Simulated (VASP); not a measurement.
# NiO2 (P-3m1) in VASP: a series of runs

Runs on NiO2. Level: PBEsol. Tasks: single point.

Everything below comes from runs of VASP 6.6.1. Logs are shortened: lines on timing, memory, paths and dates and some standing lists are left out, and cuts for length are marked.

## 1. The cell of the first run

It takes space group P-3m1 (No. 164, trigonal). Conventional cell: a = 2.940 Å, b = 2.940 Å, c = 4.378 Å, α = 90.00°, β = 90.00°, γ = 120.00°. Ni (site symmetry -3m) has 6 O at 1.89 Å within 2.5 Å. O (site symmetry 3m) has 3 Ni at 1.89 Å and 3 O at 2.38 Å within 2.5 Å.

## 2. Single point, PBEsol

Contents of INCAR:

```
SYSTEM = NiO2
ALGO = Normal
EDIFF = 1E-6
ENCUT = 520
GGA = PS
ISIF = 2
ISMEAR = 0
LASPH = .TRUE.
LCHARG = .TRUE.
LELF = .TRUE.
LREAL = .FALSE.
LVHAR = .TRUE.
LWAVE = .FALSE.
NBANDS = 18
NELM = 80
PREC = Accurate
SIGMA = 0.05
```

Contents of KPOINTS:

```
k-points
0
G
  12 12 6
  0 0 0
```

Contents of POSCAR:

```
NiO2
1.0
    2.9395324848      0.0000000000      0.0000000000
   -1.4697662424      2.5457098070      0.0000000000
    0.0000000000      0.0000000000      4.3779330019
Ni O
1 2
Direct
    0.0000000000      0.0000000000      0.5000000000
    0.6666666667      0.3333333333      0.6912080179
    0.3333333333      0.6666666667      0.3087919821
```

Potentials or basis: VASP PAW PBE potentials, release 64 (Ni, O).

Run with:

```bash
> cat potpaw_PBE.64/Ni/POTCAR potpaw_PBE.64/O/POTCAR > POTCAR
> mpirun -np 1 vasp_std > vasp.out
```

OUTCAR:

```text
SYSTEM = NiO2
   EDIFF = 1E-6
   ENCUT = 520
   GGA = PS
   ISIF = 2
   ISMEAR = 0
   LASPH = .TRUE.
   LREAL = .FALSE.
   NELM = 80
   PREC = Accurate

 ion  position               nearest neighbor table
   1  0.000  0.000  0.500-   2 1.89   3 1.89   3 1.89   2 1.89   2 1.89   3 1.89
   2  0.667  0.333  0.691-   1 1.89   1 1.89   1 1.89
   3  0.333  0.667  0.309-   1 1.89   1 1.89   1 1.89

  LATTYP: Found a hexagonal cell.
 ALAT       =     2.9395324848
 C/A-ratio  =     1.4893296892

  Lattice vectors:

 A1 = (   2.9395324848,   0.0000000000,   0.0000000000)
 A2 = (  -1.4697662424,   2.5457098070,   0.0000000000)
 A3 = (   0.0000000000,   0.0000000000,   4.3779330019)

Analysis of symmetry for initial positions (statically):
=====================================================================
 Subroutine PRICEL returns:
 Original cell was already a primitive cell.

 Routine SETGRP: Setting up the symmetry group for a
 hexagonal supercell.

 Subroutine GETGRP returns: Found 12 space group operations
 (whereof 12 operations were pure point group operations)
 out of a pool of 24 trial point group operations.

The static configuration has the point symmetry D_3d.

Analysis of symmetry for dynamics (positions and initial velocities):
=====================================================================
 Subroutine PRICEL returns:
 Original cell was already a primitive cell.

 Routine SETGRP: Setting up the symmetry group for a
 hexagonal supercell.

 Subroutine GETGRP returns: Found 12 space group operations
 (whereof 12 operations were pure point group operations)
 out of a pool of 24 trial point group operations.

The dynamic configuration has the point symmetry D_3d.

 Subroutine INISYM returns: Found 12 space group operations
 (whereof 12 operations are pure point group operations),
 and found     1 'primitive' translations

----------------------------------------------------------------------------------------

                                     Primitive cell

  volume of cell :      32.7609

  direct lattice vectors                    reciprocal lattice vectors
     2.939532485  0.000000000  0.000000000     0.340190151  0.196408875  0.000000000
    -1.469766242  2.545709807  0.000000000     0.000000000  0.392817751  0.000000000
     0.000000000  0.000000000  4.377933002     0.000000000  0.000000000  0.228418297

  length of vectors
     2.939532485  2.939532485  4.377933002     0.392817751  0.392817751  0.228418297

  position of ions in fractional coordinates (direct lattice)
     0.000000000  0.000000000  0.500000000
     0.666666667  0.333333333  0.691208018
     0.333333333  0.666666667  0.308791982

  ion indices of the primitive-cell ions
   primitive index   ion index
                 1           1
                 2           2
                 3           3

----------------------------------------------------------------------------------------

 KPOINTS: k-points

Automatic generation of k-mesh.
 Grid dimensions read from file:
 generate k-points for:   12   12    6

 Generating k-lattice:

  Cartesian coordinates                     Fractional coordinates (reciprocal lattice)
     0.028349179  0.016367406  0.000000000     0.083333333 -0.000000000  0.000000000
     0.000000000  0.032734813  0.000000000     0.000000000  0.083333333  0.000000000
     0.000000000  0.000000000  0.038069716     0.000000000  0.000000000  0.166666667

  Length of vectors
     0.032734813  0.032734813  0.038069716

  Shift w.r.t. Gamma in fractional coordinates (k-lattice)
     0.000000000  0.000000000  0.000000000

 Subroutine IBZKPT returns following result:
 ===========================================

 Found    100 irreducible k-points:

 Following reciprocal coordinates:
            Coordinates               Weight
  0.000000  0.000000  0.000000      1.000000
  0.083333  0.000000  0.000000      6.000000
  0.166667  0.000000  0.000000      6.000000
  0.250000  0.000000  0.000000      6.000000
  0.333333  0.000000  0.000000      6.000000
  0.416667  0.000000  0.000000      6.000000
[... 16 lines left out ...]
  0.166667  0.000000  0.166667      6.000000
  0.000000  0.166667  0.166667      6.000000
 [... further k-points ...]
   k-points           NKPTS =    100   k-points in BZ     NKDIM =    100   number of bands    NBANDS=     18
   number of dos      NEDOS =    301   number of ions     NIONS =      3
   total plane-waves  NPLWV =  20736
   dimension x,y,z NGX =    24 NGY =   24 NGZ =   36
   dimension x,y,z NGXF=    48 NGYF=   48 NGZF=   72
   ions per type =               1   2
   NGX,Y,Z   is equivalent  to a cutoff of  13.57, 13.57, 13.67 a.u.
   NGXF,Y,Z  is equivalent  to a cutoff of  27.15, 27.15, 27.34 a.u.
 SYSTEM =  NiO2
   PREC   = accura    normal or accurate (medium, high low for compatibility)
   ISTART =      0    job   : 0-new  1-cont  2-samecut
   ICHARG =      2    charge: 1-file 2-atom 10-const
   ISPIN  =      1    spin polarized calculation?
   LNONCOLLINEAR =      F non collinear calculations
   LSORBIT =      F    spin-orbit coupling
   LASPH  =      T    aspherical Exc in radial PAW
   ENCUT  =  520.0 eV  38.22 Ry    6.18 a.u.   5.47  5.47  8.14*2*pi/ulx,y,z
   NELM   =     80;   NELMIN=  2; NELMDL= -5     # of ELM steps
   EDIFF  = 0.1E-05   stopping-criterion for ELM
   LREAL  =      F    real-space projection
   EDIFFG = 0.1E-04   stopping-criterion for IOM
   NSW    =      0    number of steps for IOM
   IBRION =     -1    ionic relax: 0-MD 1-quasi-New 2-CG
   NFREE  =      0    steps in history (QN), initial steepest desc. (CG)
   ISIF   =      2    stress and relaxation
   ISYM   =      2    0-nonsym 1-usesym 2-fastsym
   POTIM  = 0.5000    time-step for ionic-motion
   TEBEG  =    0.0;   TEEND  =   0.0 temperature during run
   PSTRESS=    0.0 pullay stress
   NELECT =      22.0000    total number of electrons
   NUPDOWN=      -1.0000    fix difference up-down
   EMIN   =  10.00;   EMAX   =-10.00  energy-range for DOS
   EFERMI =   0.00;   METHOD = LEGACY
   ISMEAR =     0;   SIGMA  =   0.05  broadening in eV -4-tet -1-fermi 0-gaus
   EFERMI_NEDOS =   21; number of points for ismear=-14 and -15
   IALGO  =     38    algorithm
   IMIX   =      4    mixing-type and parameters
     AMIX     =   0.40;   BMIX     =  1.00
     AMIX_MAG =   1.60;   BMIX_MAG =  1.00
  volume/ion in A,a.u.               =      10.92        73.69
  Fermi-wavevector in a.u.,A,eV,Ry     =   1.433608  2.709126 27.963113  2.055231
  Thomas-Fermi vector in A             =   2.553107
   LORBIT       =      0    0 simple, 1 ext, 2 COOP (PROOUT), +10 PAW based schemes
   GGA     = PS    functional components
   LHFCALC =     F    Hartree Fock is set to
   AEXX    =    0.0000 exact exchange contribution
   IVDW    =     0    specifies the selected vdW correction
   LEPSILON=     F    determine dielectric tensor
   LRPA    =     F    only Hartree local field effects (RPA)
 non-spin polarized calculation
 Gauss-broadening in eV      SIGMA  =   0.05
  energy-cutoff  :      520.00
  volume of cell :       32.76
 maximum number of plane-waves:       917
 NGX is ok and might be reduce to    24

 number of electron      22.0000002 magnetization

 Free energy of the ion-electron system (eV)
  ---------------------------------------------------
  ext. energy  EPLUGINS =         0.00000000
  ---------------------------------------------------
  free energy    TOTEN  =       -18.54527473 eV

  energy without entropy =      -18.54527473  energy(sigma->0) =      -18.54527473

 E-fermi :   2.6026     XC(G=0): -10.7912

 val. band max:        2.3863463195   @ k =   0.0833   0.0000   0.5000
 cond. band min:       2.9954854969   @ k =   0.3333   0.0000   0.3333
 fundamental gap:      0.6091391774
 Fermi energy:         2.6026283631

 k-point     1 :       0.0000    0.0000    0.0000
  band No.  band energies     occupation
      1     -17.1694      2.00000
      2     -14.2639      2.00000
      3      -3.4611      2.00000
      4      -3.4611      2.00000
      5      -2.9148      2.00000
      6       0.2977      2.00000
[... 10 lines left out ...]
     17      20.3217      0.00000
     18      20.3217      0.00000

 k-point     2 :       0.0833    0.0000    0.0000
  band No.  band energies     occupation
      1     -17.0873      2.00000
      2     -14.2921      2.00000
      3      -3.4446      2.00000
      4      -3.4008      2.00000
      5      -2.8301      2.00000
      6      -0.0160      2.00000
[... 10 lines left out ...]
     17      19.7717      0.00000
     18      20.5603      0.00000

 k-point     3 :       0.1667    0.0000    0.0000
  band No.  band energies     occupation
      1     -16.8523      2.00000
      2     -14.3747      2.00000
      3      -3.3884      2.00000
      4      -3.2278      2.00000
      5      -2.5979      2.00000
      6      -0.7678      2.00000
[... 10 lines left out ...]
     17      18.8506      0.00000
     18      21.2136      0.00000

 k-point     4 :       0.2500    0.0000    0.0000
  band No.  band energies     occupation
      1     -16.4975      2.00000
      2     -14.5057      2.00000
      3      -3.3194      2.00000
      4      -2.9673      2.00000
      5      -2.3565      2.00000
      6      -1.4666      2.00000
[... 375 lines left out ...]
      4      -3.3938      2.00000
      5      -2.6655      2.00000
      6      -0.0275      2.00000
[... 10 lines left out ...]
     17      19.7778      0.00000
     18      20.5558      0.00000

 k-point    23 :       0.1667    0.0000    0.1667
  band No.  band energies     occupation
      1     -16.8273      2.00000
      2     -14.4150      2.00000
      3      -3.4523      2.00000
      4      -3.2330      2.00000
      5      -2.4391      2.00000
      6      -0.7582      2.00000
[... 10 lines left out ...]
     17      18.8562      0.00000
     18      21.1981      0.00000

 k-point    24 :       0.0000    0.1667    0.1667
  band No.  band energies     occupation
      1     -16.8262      2.00000
      2     -14.4175      2.00000
      3      -3.4410      2.00000
      4      -3.2169      2.00000
      5      -2.4423      2.00000
      6      -0.7671      2.00000
[... 10 lines left out ...]
     17      18.8677      0.00000
     18      21.1958      0.00000

 [... further k-points ...]
[... 5 lines left out ...]
  --------------------------------------------------------------------------------------
  -------------------------------------------------------------------------------------
  Total       -3.0871690     -3.0871690      0.7636977      0.0000000      0.0000000      0.0000000
  in kB     -150.9783661   -150.9783660     37.3487283      0.0000000      0.0000000      0.0000000
  external PRESSURE =     -88.2026679 kB  Pullay stress =       0.0000000 kB

 VOLUME and BASIS-vectors are now :
 -----------------------------------------------------------------------------
  energy-cutoff  :      520.00
  volume of cell :       32.76
      direct lattice vectors                 reciprocal lattice vectors
     2.939532485  0.000000000  0.000000000     0.340190151  0.196408875  0.000000000
    -1.469766242  2.545709807  0.000000000     0.000000000  0.392817751  0.000000000
     0.000000000  0.000000000  4.377933002     0.000000000  0.000000000  0.228418297

 POSITION                                       TOTAL-FORCE (eV/Angst)
 -----------------------------------------------------------------------------------
      0.00000      0.00000      2.18897         0.000000      0.000000      0.000000
      1.46977      0.84857      3.02606        -0.000000      0.000000      0.453345
     -0.00000      1.69714      1.35187        -0.000000     -0.000000     -0.453345
 -----------------------------------------------------------------------------------
    total drift:                                0.000000     -0.000000     -0.000000

  FREE ENERGIE OF THE ION-ELECTRON SYSTEM (eV)
  ---------------------------------------------------
  free  energy   TOTEN  =       -18.5452747302 eV

  energy  without entropy=      -18.5452747302  energy(sigma->0) =      -18.54527473
```

Wall time 23 s (1 thread of Intel Xeon 6975P-C (Granite Rapids), shared host); peak memory 0.19 GiB.

Results:

| Quantity | Value |
| --- | --- |
| Free energy | -18.5453 eV |
| Pressure | -8.8 GPa |
| Largest force | 0.453 eV/Å |
| Band gap on the k mesh | 0.61 eV, indirect (least direct gap 0.95 eV) |

Forces in eV/Å, atoms in the order of the input:
```
Ni   0.000  0.000  0.000
O    0.000  0.000  0.453
O    0.000  0.000 -0.453
```

Stress tensor (GPa, compression positive):
```
-15.10   0.00   0.00
  0.00 -15.10   0.00
  0.00   0.00   3.73
```

Levels at points of the mesh, in eV from the valence-band top:
```csv
k point,band 9,band 10,band 11,band 12,band 13,band 14
"(0.00, 0.00, 0.00)",-1.34,-0.74,-0.23,1.96,1.96,6.95
"(0.50, 0.00, 0.00)",-1.82,-1.76,-1.06,1.09,2.00,11.95
"(0.00, 0.00, 0.50)",-1.38,-1.38,-0.03,2.01,2.01,9.06
"(0.50, 0.00, 0.50)",-1.73,-1.19,-1.12,1.07,1.91,10.91
```

Caveat: the PAW data sets were made with another functional, which shifts forces and pressure a little.

## 3. Single point, PBEsol

This run uses another cell than the first one, of the same volume but with other edges.

Contents of INCAR:

```
SYSTEM = NiO2
  ALGO = Normal
  EDIFF = 1E-6
  ENCUT = 520
  GGA = PS
  ISIF = 2
  ISMEAR = 0
  LASPH = .True.
  LCHARG = .False.
  LREAL = .False.
  LWAVE = .False.
  NBANDS = 18
  NELM = 60
  PREC = Accurate
  SIGMA = 0.05
```

Contents of KPOINTS:

```
k-points
0
Gamma
  12 12 6
  0 0 0
```

Contents of POSCAR:

```
NiO2
1.0
    2.6203390588      0.0000000000      0.0000000000
   -1.3101695294      2.2692801914      0.0000000000
    0.0000000000      0.0000000000      5.5094805967
Ni O
1 2
Direct
    0.0000000000      0.0000000000      0.5000000000
    0.6666666667      0.3333333333      0.6912080179
    0.3333333333      0.6666666667      0.3087919821
```

Potentials or basis: VASP PAW PBE potentials, release 64 (Ni, O).

Run with:

```bash
> cat potpaw_PBE.64/Ni/POTCAR potpaw_PBE.64/O/POTCAR > POTCAR
> mpirun -np 1 vasp_std > vasp.out
```

Run time: 24 s. Hardware: 1 thread of Intel Xeon 6975P-C (Granite Rapids), shared host; peak memory 0.18 GiB.

Results (log left out):

```yaml
Free_energy: -18.4229 eV
Pressure: 10.9 GPa
Largest_force: 0.702 eV/Å
Band_gap_on_the_k_mesh: 1.37 eV, indirect (least direct gap 1.45 eV)
```

Forces on the atoms (eV/Å):
```
Ni   0.000  0.000  0.000
O    0.000  0.000 -0.702
O    0.000  0.000  0.702
```

Stress tensor (GPa, compression positive):
```
20.01  0.00  0.00
 0.00 20.01  0.00
 0.00  0.00 -7.44
```

Levels at points of the mesh, in eV from the valence-band top:
```csv
k point,band 7,band 8,band 9,band 10,band 11,band 12,band 13,band 14,band 15,band 16
"(0.00, 0.00, 0.00)",-2.07,-1.33,-0.56,-0.46,-0.46,2.55,2.55,8.13,12.23,12.82
"(0.50, 0.00, 0.00)",-2.15,-1.96,-1.79,-1.35,-0.58,2.22,2.42,12.48,14.06,15.01
"(0.00, 0.00, 0.50)",-2.07,-1.88,-0.46,-0.46,-0.35,2.55,2.55,9.96,10.00,13.06
"(0.50, 0.00, 0.50)",-1.98,-1.95,-1.82,-1.35,-0.60,2.23,2.41,12.06,13.59,15.35
```

Caveat: the PAW data sets were made with another functional, which shifts forces and pressure a little. A k mesh can miss the band edges.

## 4. Single point, PBEsol

This run uses another cell than the first one, of the same volume but with other edges.

Contents of INCAR:

```
PREC = Accurate
ENCUT = 520
EDIFF = 1E-6
ISMEAR = 0
SIGMA = 0.05
LREAL = F
LASPH = T
NELM = 100
ALGO = Normal
ISIF = 2
LWAVE = F
LCHARG = F
GGA = PS
NBANDS = 18
```

Contents of KPOINTS:

```
Automatic mesh
0
Gamma
  12 12 6
```

Contents of POSCAR:

```
NiO2
1.0
    2.8630040567      0.0000000000      0.0000000000
   -1.4315020284      2.4794342443      0.0000000000
    0.0000000000      0.0000000000      4.6151063372
Ni O
1 2
Direct
    0.0000000000      0.0000000000      0.5000000000
    0.6666666667      0.3333333333      0.6912080179
    0.3333333333      0.6666666667      0.3087919821
```

Run with:

```bash
> cat potpaw_PBE.64/Ni/POTCAR potpaw_PBE.64/O/POTCAR > POTCAR
> mpirun -np 1 vasp_std > vasp.out
```

It took 20 s on 1 thread of Intel Xeon 6975P-C (Granite Rapids), shared host; peak memory 0.18 GiB.

The run converged. Its results:

- Free energy: -18.7032 eV
- Pressure: -4.2 GPa
- Largest force: 0.311 eV/Å
- Band gap on the k mesh: 0.85 eV, indirect (least direct gap 1.16 eV)

Forces on the atoms (eV/Å):
```
Ni   0.000  0.000  0.000
O    0.000  0.000  0.311
O    0.000  0.000 -0.311
```

Stress tensor (GPa, compression positive):
```
-7.56  0.00  0.00
 0.00 -7.56  0.00
 0.00  0.00  2.64
```

Levels at points of the mesh, in eV from the valence-band top:
| k point | band 7 | band 8 | band 9 | band 10 | band 11 | band 12 | band 13 | band 14 | band 15 | band 16 |
| --- | --- | --- | --- | --- | --- | --- | --- | --- | --- | --- |
| (0.00, 0.00, 0.00) | -2.15 | -1.24 | -1.24 | -0.83 | -0.27 | 2.13 | 2.13 | 7.28 | 10.74 | 14.56 |
| (0.50, 0.00, 0.00) | -3.13 | -1.93 | -1.89 | -1.72 | -1.07 | 1.34 | 2.10 | 12.30 | 12.67 | 13.58 |
| (0.00, 0.00, 0.50) | -2.15 | -1.93 | -1.27 | -1.27 | -0.04 | 2.16 | 2.16 | 9.31 | 9.61 | 13.65 |
| (0.50, 0.00, 0.50) | -3.07 | -1.89 | -1.72 | -1.43 | -1.14 | 1.33 | 2.04 | 11.41 | 12.51 | 14.46 |

Caveat: the PAW data sets were made with another functional, which shifts forces and pressure a little.

## 5. The runs side by side

```tsv
cell	gap on the mesh (eV)	pressure (GPa)	largest force (eV/Å)
a = 2.940, b = 2.940, c = 4.378 Å, angles 90.0, 90.0, 120.0°, 3 atoms	0.61	-8.8	0.45
a = 2.620, b = 2.620, c = 5.509 Å, angles 90.0, 90.0, 120.0°, 3 atoms	1.37	10.9	0.70
a = 2.863, b = 2.863, c = 4.615 Å, angles 90.0, 90.0, 120.0°, 3 atoms	0.85	-4.2	0.31
```

Alike in all rows: task single point; level PBEsol; potentials or basis VASP PAW PBE potentials, release 64 (Ni, O); no spin polarisation; k mesh 12 × 12 × 6; cutoff (eV) 520; smearing gaussian 0.05 eV.

Caveats: the PAW data sets were made with another functional, which shifts forces and pressure a little.

Total energies depend on the potentials used, so only differences within one code and one set of settings carry meaning.
